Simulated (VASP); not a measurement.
# C in VASP: single point with PBEsol

Aim: the single point of C with PBEsol.

Program: VASP 6.6.1. These are calculated values, not measurements. Logs are shortened: lines on timing, memory, paths and dates and some standing lists are left out, and cuts for length are marked.

### Step 1. The cell of the first run

The cell holds a slab with vacuum, 14 atoms: a = 3.868 Å, b = 4.259 Å, c = 24.377 Å, α = 90.00°, β = 90.00°, γ = 111.53°.

### Step 2. Single point, PBEsol

INCAR reads:

```
SYSTEM = C
  PREC = Accurate
  ENCUT = 520
  EDIFF = 1E-7
  ISMEAR = 0
  SIGMA = 0.05
  LREAL = .False.
  LASPH = .True.
  NELM = 60
  ALGO = Normal
  ISIF = 2
  LWAVE = .False.
  LCHARG = .True.
  LDIPOL = .True.
  IDIPOL = 3
  DIPOL = 0.5 0.5 0.499
  GGA = PS
  LELF = .True.
  LVHAR = .True.
  LVACPOTAV = .True.
  NBANDS = 41
```

KPOINTS reads:

```
Automatic mesh
0
Gamma
  8 7 1
  0 0 0
```

POSCAR reads:

```
C
1.0
    3.8680417881      0.0000000000      0.0000000000
   -1.5631267594      3.9617361864      0.0000000000
    0.0000000000      0.0000000000     24.3767307549
C
14
Direct
    0.5000811939      0.3333603980      0.3486931896
    0.4999188061      0.6666396020      0.3486931896
    0.5000811939      0.8333603980      0.3991287931
    0.4999188061      0.1666396020      0.3991287931
    0.5000811939      0.3333603980      0.4495643965
    0.4999188061      0.6666396020      0.4495643965
    0.5002106530      0.8343043098      0.5000196354
    0.4997893470      0.1656956902      0.5000196354
    0.4999380341      0.3337682741      0.5504392970
    0.5000619659      0.6662317259      0.5504392970
    0.5001081965      0.8367316848      0.6009755601
    0.4998918035      0.1632683152      0.6009755601
    0.5003571239      0.3549399203      0.6470751237
    0.4996428761      0.6450600797      0.6470751237
```

Potentials or basis: VASP PAW PBE potentials, release 64 (C).

On the command line:

```sh
$ cat potpaw_PBE.64/C/POTCAR > POTCAR
$ mpirun -np 1 vasp_std > vasp.out
```

OUTCAR:

```text
SYSTEM = C
   PREC = Accurate
   ENCUT = 520
   EDIFF = 1E-7
   ISMEAR = 0
   LREAL = .False.
   LASPH = .True.
   NELM = 60
   ISIF = 2
   GGA = PS

 ion  position               nearest neighbor table
   1  0.500  0.333  0.349-   2 1.42   4 1.42
   2  0.500  0.667  0.349-   1 1.42   3 1.42
   3  0.500  0.833  0.399-   6 1.42   4 1.42   2 1.42
   4  0.500  0.167  0.399-   5 1.42   3 1.42   1 1.42
   5  0.500  0.333  0.450-   4 1.42   6 1.42   8 1.42
   6  0.500  0.667  0.450-   3 1.42   5 1.42   7 1.42
   7  0.500  0.834  0.500-   8 1.41   6 1.42  10 1.42
   8  0.500  0.166  0.500-   7 1.41   5 1.42   9 1.42
   9  0.500  0.334  0.550-  10 1.42   8 1.42  12 1.43
  10  0.500  0.666  0.550-   9 1.42   7 1.42  11 1.43
  11  0.500  0.837  0.601-  14 1.39  12 1.39  10 1.43
  12  0.500  0.163  0.601-  13 1.39  11 1.39   9 1.43
  13  0.500  0.355  0.647-  14 1.24  12 1.39
  14  0.500  0.645  0.647-  13 1.24  11 1.39

  LATTYP: Found a simple monoclinic cell.
 ALAT       =     3.8680417881
 B/A-ratio  =     6.3020856781
 C/A-ratio  =     1.1010629462
 COS(beta)  =    -0.3670209820

  Lattice vectors:

 A1 = (   3.8680417881,   0.0000000000,   0.0000000000)
 A2 = (   0.0000000000,   0.0000000000, -24.3767307549)
 A3 = (  -1.5631267594,   3.9617361864,   0.0000000000)

Analysis of symmetry for initial positions (statically):
=====================================================================
 Subroutine PRICEL returns:
 Original cell was already a primitive cell.

 Routine SETGRP: Setting up the symmetry group for a
 simple monoclinic supercell.

 Subroutine GETGRP returns: Found  2 space group operations
 (whereof  2 operations were pure point group operations)
 out of a pool of  4 trial point group operations.

The static configuration has the point symmetry C_2 .

Analysis of symmetry for dynamics (positions and initial velocities):
=====================================================================
 Subroutine PRICEL returns:
 Original cell was already a primitive cell.

 Routine SETGRP: Setting up the symmetry group for a
 simple monoclinic supercell.

 Subroutine GETGRP returns: Found  2 space group operations
 (whereof  2 operations were pure point group operations)
 out of a pool of  4 trial point group operations.

The dynamic configuration has the point symmetry C_2 .

 Subroutine INISYM returns: Found  2 space group operations
 (whereof  2 operations are pure point group operations),
 and found     1 'primitive' translations

----------------------------------------------------------------------------------------

                                     Primitive cell

  volume of cell :     373.5529

  direct lattice vectors                    reciprocal lattice vectors
     3.868041788  0.000000000  0.000000000     0.258528748  0.102004067  0.000000000
    -1.563126759  3.961736186  0.000000000     0.000000000  0.252414586  0.000000000
     0.000000000  0.000000000 24.376730755     0.000000000  0.000000000  0.041022728

  length of vectors
     3.868041788  4.258957487 24.376730755     0.277924348  0.252414586  0.041022728

  position of ions in fractional coordinates (direct lattice)
     0.500081194  0.333360398  0.348693190
     0.499918806  0.666639602  0.348693190
     0.500081194  0.833360398  0.399128793
     0.499918806  0.166639602  0.399128793
     0.500081194  0.333360398  0.449564397
     0.499918806  0.666639602  0.449564397
     0.500210653  0.834304310  0.500019635
     0.499789347  0.165695690  0.500019635
     0.499938034  0.333768274  0.550439297
     0.500061966  0.666231726  0.550439297
     0.500108197  0.836731685  0.600975560
     0.499891803  0.163268315  0.600975560
     0.500357124  0.354939920  0.647075124
     0.499642876  0.645060080  0.647075124

  ion indices of the primitive-cell ions
   primitive index   ion index
                 1           1
                 2           2
                 3           3
                 4           4
                 5           5
                 6           6
                 7           7
                 8           8
                 9           9
                10          10
                11          11
                12          12
                13          13
                14          14

----------------------------------------------------------------------------------------

 KPOINTS: Automatic mesh

Automatic generation of k-mesh.
 Grid dimensions read from file:
 generate k-points for:    8    7    1

 Generating k-lattice:

  Cartesian coordinates                     Fractional coordinates (reciprocal lattice)
     0.032316093  0.012750508  0.000000000     0.125000000  0.000000000  0.000000000
     0.000000000  0.036059227  0.000000000     0.000000000  0.142857143  0.000000000
     0.000000000  0.000000000  0.041022728     0.000000000  0.000000000  1.000000000

  Length of vectors
     0.034740543  0.036059227  0.041022728

  Shift w.r.t. Gamma in fractional coordinates (k-lattice)
     0.000000000  0.000000000  0.000000000

 Subroutine IBZKPT returns following result:
 ===========================================

 Found     29 irreducible k-points:

 Following reciprocal coordinates:
            Coordinates               Weight
  0.000000  0.000000  0.000000      1.000000
  0.125000  0.000000  0.000000      2.000000
  0.250000  0.000000  0.000000      2.000000
  0.375000 -0.000000  0.000000      2.000000
  0.500000  0.000000  0.000000      1.000000
  0.000000  0.142857  0.000000      2.000000
[... 16 lines left out ...]
  0.125000  0.428571  0.000000      2.000000
  0.250000  0.428571  0.000000      2.000000
 [... further k-points ...]
   k-points           NKPTS =     29   k-points in BZ     NKDIM =     29   number of bands    NBANDS=     41
   number of dos      NEDOS =    301   number of ions     NIONS =     14
   total plane-waves  NPLWV = 184320
   dimension x,y,z NGX =    30 NGY =   32 NGZ =  192
   dimension x,y,z NGXF=    60 NGYF=   64 NGZF=  384
   ions per type =              14
   NGX,Y,Z   is equivalent  to a cutoff of  12.89, 12.49, 13.09 a.u.
   NGXF,Y,Z  is equivalent  to a cutoff of  25.79, 24.98, 26.19 a.u.
 SYSTEM =  C
   PREC   = accura    normal or accurate (medium, high low for compatibility)
   ISTART =      0    job   : 0-new  1-cont  2-samecut
   ICHARG =      2    charge: 1-file 2-atom 10-const
   ISPIN  =      1    spin polarized calculation?
   LNONCOLLINEAR =      F non collinear calculations
   LSORBIT =      F    spin-orbit coupling
   LASPH  =      T    aspherical Exc in radial PAW
   ENCUT  =  520.0 eV  38.22 Ry    6.18 a.u.   7.19  7.92 45.32*2*pi/ulx,y,z
   NELM   =     60;   NELMIN=  2; NELMDL= -5     # of ELM steps
   EDIFF  = 0.1E-06   stopping-criterion for ELM
   LREAL  =      F    real-space projection
   EDIFFG = 0.1E-05   stopping-criterion for IOM
   NSW    =      0    number of steps for IOM
   IBRION =     -1    ionic relax: 0-MD 1-quasi-New 2-CG
   NFREE  =      0    steps in history (QN), initial steepest desc. (CG)
   ISIF   =      2    stress and relaxation
   ISYM   =      2    0-nonsym 1-usesym 2-fastsym
   POTIM  = 0.5000    time-step for ionic-motion
   TEBEG  =    0.0;   TEEND  =   0.0 temperature during run
   PSTRESS=    0.0 pullay stress
   NELECT =      56.0000    total number of electrons
   NUPDOWN=      -1.0000    fix difference up-down
   EMIN   =  10.00;   EMAX   =-10.00  energy-range for DOS
   EFERMI =   0.00;   METHOD = LEGACY
   ISMEAR =     0;   SIGMA  =   0.05  broadening in eV -4-tet -1-fermi 0-gaus
   EFERMI_NEDOS =   21; number of points for ismear=-14 and -15
   IALGO  =     38    algorithm
   IMIX   =      4    mixing-type and parameters
     AMIX     =   0.40;   BMIX     =  1.00
     AMIX_MAG =   1.60;   BMIX_MAG =  1.00
  volume/ion in A,a.u.               =      26.68       180.06
  Fermi-wavevector in a.u.,A,eV,Ry     =   0.869668  1.643434 10.290389  0.756322
  Thomas-Fermi vector in A             =   1.988523
   LORBIT       =      0    0 simple, 1 ext, 2 COOP (PROOUT), +10 PAW based schemes
   GGA     = PS    functional components
   LHFCALC =     F    Hartree Fock is set to
   AEXX    =    0.0000 exact exchange contribution
   IVDW    =     0    specifies the selected vdW correction
   LEPSILON=     F    determine dielectric tensor
   LRPA    =     F    only Hartree local field effects (RPA)
 non-spin polarized calculation
 Gauss-broadening in eV      SIGMA  =   0.05
  energy-cutoff  :      520.00
  volume of cell :      373.55
 maximum number of plane-waves:     10112
 NGX is ok and might be reduce to    30
   NGX = 15   NGY = 15   NGZ = 91

 dipolmoment           0.000000      0.000000      0.012298 electrons x Angstroem

 number of electron      55.9999995 magnetization

 dipolmoment           0.000000      0.000000     -0.060851 electrons x Angstroem

 Free energy of the ion-electron system (eV)
  ---------------------------------------------------
  ext. energy  EPLUGINS =         0.00000000
  ---------------------------------------------------
  free energy    TOTEN  =      -124.97602988 eV

  energy without entropy =     -124.97190867  energy(sigma->0) =     -124.97396928

 E-fermi :  -2.6752     XC(G=0):  -4.2173

 val. band max:       -2.6787133483   @ k =   0.2500   0.4286   0.0000
 cond. band min:      -2.6663580918   @ k =   0.0000   0.4286   0.0000
 fundamental gap:      0.0123552566
 Fermi energy:        -2.6751503336

 k-point     1 :       0.0000    0.0000    0.0000
  band No.  band energies     occupation
      1     -21.5195      2.00000
      2     -20.5317      2.00000
      3     -18.9416      2.00000
      4     -16.8856      2.00000
      5     -16.1161      2.00000
      6     -15.4547      2.00000
[... 32 lines left out ...]
     39       3.6803      0.00000
[... 988 lines left out ...]
     39       5.5575      0.00000
     40       5.7355      0.00000

 [... further k-points ...]

 [bands above 40 left out]

------------------------ aborting loop because EDIFF is reached ----------------------------------------

  FORCE on cell =-STRESS in cart. coord.  units (eV):
  Direction    XX          YY          ZZ          XY          YZ          ZX
  --------------------------------------------------------------------------------------
  -------------------------------------------------------------------------------------
  Total       -0.1809997     -0.2656984     -2.8440857      0.0156174      0.0000000      0.0000000
  in kB       -0.7763117     -1.1395869    -12.1983499      0.0669834      0.0000000      0.0000000
  external PRESSURE =      -4.7047495 kB  Pullay stress =       0.0000000 kB

 VOLUME and BASIS-vectors are now :
 -----------------------------------------------------------------------------
  energy-cutoff  :      520.00
  volume of cell :      373.55
      direct lattice vectors                 reciprocal lattice vectors
     3.868041788  0.000000000  0.000000000     0.258528748  0.102004067  0.000000000
    -1.563126759  3.961736186  0.000000000     0.000000000  0.252414586  0.000000000
     0.000000000  0.000000000 24.376730755     0.000000000  0.000000000  0.041022728

 POSITION                                       TOTAL-FORCE (eV/Angst)
 -----------------------------------------------------------------------------------
      1.41325      1.32069      8.50000        -2.695067      6.821298      1.242699
      0.89166      2.64105      8.50000         2.695067     -6.821298      1.242699
      0.63169      3.30155      9.72946        -0.156024      0.396881     -1.162429
      1.67323      0.66018      9.72946         0.156024     -0.396881     -1.162429
      1.41325      1.32069     10.95891        -0.219111      0.543970     -0.134034
      0.89166      2.64105     10.95891         0.219111     -0.543970     -0.134034
      0.63071      3.30529     12.18884         0.000709     -0.002070      0.001709
      1.67420      0.65644     12.18884        -0.000709      0.002070      0.001709
      1.41206      1.32230     13.41791        -0.000630     -0.000382     -0.000797
      0.89286      2.63943     13.41791         0.000630      0.000382     -0.000797
      0.62652      3.31491     14.64982        -0.004941      0.012009      0.008017
      1.67839      0.64683     14.64982         0.004941     -0.012009      0.008017
      1.38059      1.40618     15.77358         0.032347     -0.079204      0.044835
      0.92433      2.55556     15.77358        -0.032347      0.079204      0.044835
 -----------------------------------------------------------------------------------
    total drift:                                0.000000     -0.000000      0.000086

  FREE ENERGIE OF THE ION-ELECTRON SYSTEM (eV)
  ---------------------------------------------------
  free  energy   TOTEN  =      -124.9760298813 eV

  energy  without entropy=     -124.9719086740  energy(sigma->0) =     -124.97396928

 vacuum level on the upper side and lower side of the slab         2.944         3.663
```

Run time: 8.8 min. Hardware: 1 thread of Intel Xeon 6975P-C (Granite Rapids), shared host; peak memory 0.6 GiB.

What came out:

| Property | Result |
| --- | --- |
| Free energy | -124.9760 eV |
| Largest force | 7.439 eV/Å |
| Band gap on the k mesh | zero (band 28 reaches -2.44 eV, above the bottom of band 29 at -2.70 eV) |

Forces on the atoms (eV/Å):
```
C   -2.695  6.821  1.243
C    2.695 -6.821  1.243
C   -0.156  0.397 -1.162
C    0.156 -0.397 -1.162
C   -0.219  0.544 -0.134
C    0.219 -0.544 -0.134
C    0.001 -0.002  0.002
C   -0.001  0.002  0.002
C   -0.001  0.000 -0.001
C    0.001  0.000 -0.001
C   -0.005  0.012  0.008
C    0.005 -0.012  0.008
C    0.032 -0.079  0.045
C   -0.032  0.079  0.045
```

Levels at points of the mesh, in eV from the Fermi level:
```tsv
k point	band 24	band 25	band 26	band 27	band 28	band 29	band 30	band 31	band 32	band 33
(0.00, 0.00, 0.00)	-1.65	-1.55	-1.37	-0.46	0.24	1.36	1.38	1.41	1.95	2.20
(0.50, 0.00, 0.00)	-1.71	-1.18	-1.15	-0.39	0.00	1.28	1.34	1.82	2.10	2.25
```

Caveat: the PAW data sets were made with another functional, which shifts forces and pressure a little.
